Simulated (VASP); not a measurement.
CoBi (rocksalt type): electric field gradients with PBE

CoBi (rocksalt type):

```
Co Bi
1.0
    -0.05401    2.67333    2.67333
     2.67333   -0.05401    2.67333
     2.67333    2.67333   -0.05401
Co Bi
1 1
Direct
  0.00000 0.00000 0.00000
  0.50000 0.50000 0.50000
```

This cell differs from its parent crystal: equal xy, yz and zx shear strains of -2 %.

```yaml
Program: VASP 6.6.1
Task: electric field gradients
Functional: PBE
Potentials_or_basis: VASP PAW PBE potentials, release 64 (Co, Bi_d)
Cutoff: 520 eV
k_mesh: 13 × 13 × 13
Occupations: fermi-dirac, width 0.05 eV
Spin: collinear spin, ferromagnetic start
Starting_moments: "[2.0, 0.0] μB"
Dipole_correction: no
Further_INCAR_settings: ALGO = Normal; EDIFF = 1e-08; NBANDS = 23
```

| Property | Result |
| --- | --- |
| Pressure | 0.0 GPa |
| Net moment | 0.54 μB per cell |
| Site moments | Co +0.59; Bi -0.03 μB |
| Largest electric field gradient by atom | Co +1.1; Bi +33.8 V/Å² |
| Valence electrons inside the program's atomic spheres | Co 8.16; Bi 12.89 |

Stress tensor (GPa, compression positive):
```
-0.04  0.20  0.20
 0.20 -0.04  0.20
 0.20  0.20 -0.04
```

Levels at points of the mesh, in eV from the Fermi level:
Spin up:
```tsv
k point	band 9	band 10	band 11	band 12	band 13	band 14	band 15	band 16
(0.00, 0.00, 0.00)	-1.25	-1.25	-1.18	2.36	2.36	2.83	5.39	8.33
```
Spin down:
```
           k point  band 9  band 10  band 11  band 12  band 13  band 14  band 15  band 16
(0.00, 0.00, 0.00)   -0.81    -0.52    -0.52     2.35     2.35     2.82     5.47     8.27
```

Electric field gradients, principal values (V/Å²):
```
atom    least   middle  greatest (by size)
1 Co   -0.573   -0.573               1.145
2 Bi  -16.897  -16.897              33.794
```

It took 3.3 min on 1 thread of Intel(R) Xeon(R) 6975P-C (Granite Rapids), on a shared host, peak memory 0.42 GiB.

Caveat: the cell differs from its parent crystal (equal xy, yz and zx shear strains of -2 %); without QUAD_EFG the Cq values of the log hold for a quadrupole moment of 1 mb, not for the nuclei; spin-orbit coupling is left out, which moves the levels of the heavy elements.
